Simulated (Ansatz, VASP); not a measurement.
## One calculation of MgO, two programs

The input INCAR:

```
PREC = Accurate
ENCUT = 520
EDIFF = 1E-6
ISMEAR = 0
SIGMA = 0.05
LREAL = F
LASPH = T
NELM = 60
ALGO = Normal
ISIF = 2
LWAVE = F
LCHARG = F
GGA = PE
NBANDS = 16
```

Contents of KPOINTS:

```
Automatic mesh
0
Gamma
  9 9 6
```

POSCAR

```
MgO
1.0
    3.1606000000      0.0000000000      0.0000000000
   -1.5803000000      2.7371598912      0.0000000000
    0.0000000000      0.0000000000      5.1215474299
Mg O
2 2
Direct
    0.3333333333      0.6666666667      0.0063188013
    0.6666666667      0.3333333333      0.5063188013
    0.3333333333      0.6666666667      0.3982811987
    0.6666666667      0.3333333333      0.8982811987
```

Input for Ansatz:

```yaml
crystal:
  lattice:
    - [3.1606, 0.0, 0.0]
    - [-1.5803, 2.7371598912, 0.0]
    - [0.0, 0.0, 5.1215474299]
  atoms:
    - { symbol: Mg, position: [0.3333333333, 0.6666666667, 0.0063188013] }
    - { symbol: Mg, position: [0.6666666667, 0.3333333333, 0.5063188013] }
    - { symbol: O, position: [0.3333333333, 0.6666666667, 0.3982811987] }
    - { symbol: O, position: [0.6666666667, 0.3333333333, 0.8982811987] }
basis:
  ecutwfc: 520.0
kpoints:
  mp_grid: { grid: [9, 9, 6] }
hamiltonian:
  xc: pbe
  pseudopotentials: { kind: paw, azcp: { folder: soft_1 } }
scf:
  occupations: { method: gaussian, width: 0.05 }
output:
  forces: true
  stress: true
  eigenvalues: true
```

Alike in both runs: task single point; functional PBE; k mesh 9 × 9 × 6; occupations gaussian, width 0.05 eV; no spin polarisation.

```csv
,VASP,Ansatz
version,VASP 6.6.1,Ansatz 0.2.0
potentials or method,"VASP PAW PBE potentials, release 64 (Mg, O), cutoff 520 eV","scalar-relativistic, plane waves, PAW"
valence electrons in the cell,16,32
```

|  | VASP | Ansatz | Ansatz less VASP |
| --- | --- | --- | --- |
| gap on the k mesh at the Fermi level (eV) | 4.02 | 4.04 | +0.017 |
| least direct gap on the mesh (eV) | 4.02 | 4.04 | +0.017 |
| pressure (GPa) | 14.0 | 14.3 | +0.31 |
| traceless stress, the component that is largest in VASP (GPa) | -9.16 | -9.04 | +0.118 |
| rms of the force components (eV/Å) | 0.298 | 0.293 | -0.0054 |

Atom by atom the forces differ by 0.005 eV/Å (rms over components). The functional is the same, so the differences come from potentials, cutoffs and numerics. VASP's potentials hold 16 valence electrons a cell and Ansatz's 32, so a difference there can come from the potentials and not from the codes.
